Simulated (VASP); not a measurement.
# I (Fd-3m) in VASP: notebook, part 2 of 3

VASP 6.6.1.

## (4) Relaxation of cell and atoms, PBEsol, target pressure 20 GPa, at which the enthalpy is minimised

This run uses another cell than the first one, of 42.69 Å³/atom.

Input file INCAR:

```
SYSTEM = I
PREC     = Accurate       ! precision mode
ENCUT    = 600            ! plane-wave cutoff, eV
EDIFF    = 1E-6           ! SCF threshold, eV
ISMEAR   = -1             ! smearing method
SIGMA    = 0.02           ! smearing width, eV
LREAL    = .FALSE.        ! projectors in reciprocal space
LASPH    = .TRUE.         ! aspherical terms in the spheres
NELM     = 80             ! most SCF steps
ALGO     = Normal         ! electronic algorithm
ISIF     = 3              ! what is computed and relaxed
LWAVE    = .FALSE.        ! write WAVECAR
LCHARG   = .FALSE.        ! write CHGCAR
GGA      = PS             ! functional
IBRION   = 2              ! ionic algorithm
NSW      = 80             ! ionic steps
EDIFFG   = -0.03          ! ionic threshold
PSTRESS  = 200.0
```

Input file KPOINTS:

```
regular mesh
0
G
  6 6 6
  0 0 0
```

Input file POSCAR:

```
I
1.0
    0.0000000000      3.4950000000      3.4950000000
    3.4950000000      0.0000000000      3.4950000000
    3.4950000000      3.4950000000      0.0000000000
I
2
Direct
    0.0000000000      0.0000000000      0.0000000000
    0.2500000000      0.2500000000      0.2500000000
```

Potentials or basis: VASP PAW PBE potentials, release 64 (I).

On the command line:

```bash
cat potpaw_PBE.64/I/POTCAR > POTCAR
mpirun -np 1 vasp_std > vasp.out
```

OUTCAR:

```text
SYSTEM = I
   PREC = Accurate
   ENCUT = 600
   EDIFF = 1E-6
   ISMEAR = -1
   LREAL = .FALSE.
   LASPH = .TRUE.
   NELM = 80
   ISIF = 3
   GGA = PS
   IBRION = 2
   NSW = 80
   EDIFFG = -0.03
   PSTRESS = 200.0

 ion  position               nearest neighbor table
   1  0.000  0.000  0.000-   2 3.03   2 3.03   2 3.03   2 3.03
   2  0.250  0.250  0.250-   1 3.03   1 3.03   1 3.03   1 3.03

  LATTYP: Found a face centered cubic cell.
 ALAT       =     6.9900000000

  Lattice vectors:

 A1 = (   0.0000000000,   3.4950000000,   3.4950000000)
 A2 = (   3.4950000000,   0.0000000000,   3.4950000000)
 A3 = (   3.4950000000,   3.4950000000,   0.0000000000)

Analysis of symmetry for initial positions (statically):
=====================================================================
 Subroutine PRICEL returns:
 Original cell was already a primitive cell.

 Routine SETGRP: Setting up the symmetry group for a
 face centered cubic supercell.

 Subroutine GETGRP returns: Found 48 space group operations
 (whereof 24 operations were pure point group operations)
 out of a pool of 48 trial point group operations.

The static configuration has the point symmetry T_d .
 The point group associated with its full space group is O_h .

Analysis of symmetry for dynamics (positions and initial velocities):
=====================================================================
 Subroutine PRICEL returns:
 Original cell was already a primitive cell.

 Routine SETGRP: Setting up the symmetry group for a
 face centered cubic supercell.

 Subroutine GETGRP returns: Found 48 space group operations
 (whereof 24 operations were pure point group operations)
 out of a pool of 48 trial point group operations.

The dynamic configuration has the point symmetry T_d .
 The point group associated with its full space group is O_h .

 Subroutine INISYM returns: Found 48 space group operations
 (whereof 24 operations are pure point group operations),
 and found     1 'primitive' translations

----------------------------------------------------------------------------------------

                                     Primitive cell

  volume of cell :      85.3830

  direct lattice vectors                    reciprocal lattice vectors
     0.000000000  3.495000000  3.495000000    -0.143061516  0.143061516  0.143061516
     3.495000000  0.000000000  3.495000000     0.143061516 -0.143061516  0.143061516
     3.495000000  3.495000000  0.000000000     0.143061516  0.143061516 -0.143061516

  length of vectors
     4.942676400  4.942676400  4.942676400     0.247789815  0.247789815  0.247789815

  position of ions in fractional coordinates (direct lattice)
     0.000000000  0.000000000  0.000000000
     0.250000000  0.250000000  0.250000000

  ion indices of the primitive-cell ions
   primitive index   ion index
                 1           1
                 2           2

----------------------------------------------------------------------------------------

 KPOINTS: regular mesh

Automatic generation of k-mesh.
 Grid dimensions read from file:
 generate k-points for:    6    6    6

 Generating k-lattice:

  Cartesian coordinates                     Fractional coordinates (reciprocal lattice)
    -0.023843586  0.023843586  0.023843586     0.166666667  0.000000000  0.000000000
     0.023843586 -0.023843586  0.023843586     0.000000000  0.166666667  0.000000000
     0.023843586  0.023843586 -0.023843586     0.000000000  0.000000000  0.166666667

  Length of vectors
     0.041298303  0.041298303  0.041298303

  Shift w.r.t. Gamma in fractional coordinates (k-lattice)
     0.000000000  0.000000000  0.000000000

 Subroutine IBZKPT returns following result:
 ===========================================

 Found     16 irreducible k-points:

 Following reciprocal coordinates:
            Coordinates               Weight
  0.000000  0.000000  0.000000      1.000000
  0.166667  0.000000  0.000000      8.000000
  0.333333  0.000000  0.000000      8.000000
  0.500000  0.000000  0.000000      4.000000
  0.166667  0.166667  0.000000      6.000000
  0.333333  0.166667  0.000000     24.000000
[... 8 lines left out ...]
 -0.333333  0.333333  0.166667     24.000000
 -0.333333  0.500000  0.166667     12.000000
   k-points           NKPTS =     16   k-points in BZ     NKDIM =     16   number of bands    NBANDS=     11
   number of dos      NEDOS =    301   number of ions     NIONS =      2
   total plane-waves  NPLWV =  64000
   dimension x,y,z NGX =    40 NGY =   40 NGZ =   40
   dimension x,y,z NGXF=    80 NGYF=   80 NGZF=   80
   ions per type =               2
   NGX,Y,Z   is equivalent  to a cutoff of  13.45, 13.45, 13.45 a.u.
   NGXF,Y,Z  is equivalent  to a cutoff of  26.91, 26.91, 26.91 a.u.
 SYSTEM =  I
   PREC   = accura    normal or accurate (medium, high low for compatibility)
   ISTART =      0    job   : 0-new  1-cont  2-samecut
   ICHARG =      2    charge: 1-file 2-atom 10-const
   ISPIN  =      1    spin polarized calculation?
   LNONCOLLINEAR =      F non collinear calculations
   LSORBIT =      F    spin-orbit coupling
   LASPH  =      T    aspherical Exc in radial PAW
   ENCUT  =  600.0 eV  44.10 Ry    6.64 a.u.   9.87  9.87  9.87*2*pi/ulx,y,z
   NELM   =     80;   NELMIN=  2; NELMDL= -5     # of ELM steps
   EDIFF  = 0.1E-05   stopping-criterion for ELM
   LREAL  =      F    real-space projection
   EDIFFG = -.3E-01   stopping-criterion for IOM
   NSW    =     80    number of steps for IOM
   IBRION =      2    ionic relax: 0-MD 1-quasi-New 2-CG
   NFREE  =      1    steps in history (QN), initial steepest desc. (CG)
   ISIF   =      3    stress and relaxation
   ISYM   =      2    0-nonsym 1-usesym 2-fastsym
   POTIM  = 0.5000    time-step for ionic-motion
   TEBEG  =    0.0;   TEEND  =   0.0 temperature during run
   PSTRESS=  200.0 pullay stress
   NELECT =      14.0000    total number of electrons
   NUPDOWN=      -1.0000    fix difference up-down
   EMIN   =  10.00;   EMAX   =-10.00  energy-range for DOS
   EFERMI =   0.00;   METHOD = LEGACY
   ISMEAR =    -1;   SIGMA  =   0.02  broadening in eV -4-tet -1-fermi 0-gaus
   EFERMI_NEDOS =   21; number of points for ismear=-14 and -15
   IALGO  =     38    algorithm
   IMIX   =      4    mixing-type and parameters
     AMIX     =   0.40;   BMIX     =  1.00
     AMIX_MAG =   1.60;   BMIX_MAG =  1.00
  volume/ion in A,a.u.               =      42.69       288.10
  Fermi-wavevector in a.u.,A,eV,Ry     =   0.896039  1.693269 10.923930  0.802886
  Thomas-Fermi vector in A             =   2.018447
   LORBIT       =      0    0 simple, 1 ext, 2 COOP (PROOUT), +10 PAW based schemes
   GGA     = PS    functional components
   LHFCALC =     F    Hartree Fock is set to
   AEXX    =    0.0000 exact exchange contribution
   IVDW    =     0    specifies the selected vdW correction
   LEPSILON=     F    determine dielectric tensor
   LRPA    =     F    only Hartree local field effects (RPA)
 conjugate gradient relaxation of ions
 non-spin polarized calculation
  energy-cutoff  :      600.00
  volume of cell :       85.38
 maximum number of plane-waves:      2884
   NGX = 19   NGY = 19   NGZ = 19

--------------------------------------- Ionic step        1  -------------------------------------------

 number of electron      14.0000000 magnetization

 Free energy of the ion-electron system (eV)
  ---------------------------------------------------
  ext. energy  EPLUGINS =         0.00000000
  ---------------------------------------------------
  free energy    TOTEN  =        -1.84223298 eV

  energy without entropy =       -1.83608322  energy(sigma->0) =       -1.83915810

 E-fermi :   3.6356     XC(G=0):  -7.9337

 val. band max:        3.5934028361   @ k =  -0.3333   0.3333   0.0000
 cond. band min:       3.6496955409   @ k =  -0.3333   0.3333   0.1667
 fundamental gap:      0.0562927048
 Fermi energy:         3.6355907019

 k-point     1 :       0.0000    0.0000    0.0000
  band No.  band energies     occupation
      1     -11.3401      2.00000
      2      -7.4031      2.00000
      3      -0.4675      2.00000
      4      -0.4675      2.00000
      5      -0.4675      2.00000
      6       1.9879      2.00000
      7       1.9879      2.00000
      8       1.9879      2.00000
      9       7.2523      0.00000
     10       9.5757      0.00000
     11       9.5757      0.00000
[... 588 lines left out ...]
  enthalpy is  TOTEN    =         8.1009977511 eV   P V=        8.7170507771

--------------------------------------- Ionic step        5  -------------------------------------------

 number of electron      13.9999998 magnetization

 Free energy of the ion-electron system (eV)
  ---------------------------------------------------
  ext. energy  EPLUGINS =         0.00000000
  ---------------------------------------------------
  free energy    TOTEN  =        -0.57308077 eV

  energy without entropy =       -0.56360715  energy(sigma->0) =       -0.56834396

 E-fermi :   6.1092     XC(G=0):  -8.8738

 val. band max:        6.1031942261   @ k =   0.5000   0.3333   0.1667
 cond. band min:       6.1318403855   @ k =  -0.3333   0.3333   0.1667
 fundamental gap:      0.0286461593
 Fermi energy:         6.1091706652

 k-point     1 :       0.0000    0.0000    0.0000
  band No.  band energies     occupation
      1     -10.5088      2.00000
      2      -4.6321      2.00000
      3       0.9645      2.00000
      4       0.9645      2.00000
      5       0.9645      2.00000
      6       3.8766      2.00000
      7       3.8766      2.00000
      8       3.8766      2.00000
      9       9.2048      0.00000
     10      11.4803      0.00000
     11      11.4803      0.00000
[... 237 lines left out ...]
  FREE ENERGIE OF THE ION-ELECTRON SYSTEM (eV)
  ---------------------------------------------------
  free  energy   TOTEN  =        -0.5730807729 eV

  energy  without entropy=       -0.5636071495  energy(sigma->0) =       -0.56834396

  enthalpy is  TOTEN    =         8.1005734071 eV   P V=        8.6736541800

 reached required accuracy - stopping structural energy minimisation
```

Wall time 75 s (1 thread of Intel Xeon Platinum 8259CL at 2.50GHz (Skylake/Cascade Lake), shared host); peak memory 0.24 GiB.

Results:

```
Free energy                                                : -0.5731 eV
Relaxed volume                                             : 34.74 Å³/atom
Relaxed cell                                               : a = 4.615 Å, b = 4.615 Å, c = 4.615 Å, α = 60.00°, β = 60.00°, γ = 60.00°
Space group after relaxing (to 0.1 Å)                      : Fd-3m (No. 227)
Energy change on relaxing (the run minimises the enthalpy) : +634.6 meV/atom
Ionic steps                                                : 5
Pressure after relaxing                                    : 20.0 GPa
Band gap on the k mesh                                     : zero (bands 7 and 8 overlap by 3.38 eV)
```

Step by step:
| step | energy change (eV) | largest force (eV/Å) | pressure (GPa) | volume (Å³) |
| --- | --- | --- | --- | --- |
| 1 | 0.0000 | 0.0000 | 7.27 | 85.38 |
| 2 | 5.9761 | 0.0000 | 67.86 | 49.96 |
| 3 | 1.1148 | 0.0000 | 18.58 | 70.77 |
| 4 | 1.2262 | 0.0000 | 19.60 | 69.83 |
| 5 | 1.2692 | 0.0000 | 20.00 | 69.48 |

Final structure:
```xyz
2
Lattice="0.0000 3.2630 3.2630 3.2630 0.0000 3.2630 3.2630 3.2630 0.0000" Properties=species:S:1:pos:R:3 pbc="T T T"
I     0.0000    0.0000    0.0000
I     1.6315    1.6315    1.6315
```

Levels at points of the mesh, in eV from the Fermi level:
```
           k point  band 5  band 6  band 7  band 8  band 9  band 10
(0.00, 0.00, 0.00)   -5.14   -2.23   -2.23   -2.23    3.10     5.37
(0.50, 0.00, 0.00)   -5.45   -1.07   -1.07    0.81    5.09     5.15
(0.50, 0.50, 0.00)   -3.24   -3.24    1.14    1.14    4.66     4.66
```

Caveat: the cell is relaxed towards a set pressure, so the run minimises the enthalpy, not the energy; the volume moved by over 15 % at a fixed basis, so the end points are rough; the PAW data sets were made with another functional, which shifts forces and pressure a little; spin-orbit coupling is left out, which moves the levels of the heavy elements.

(Part 2 of 3 ends here.)
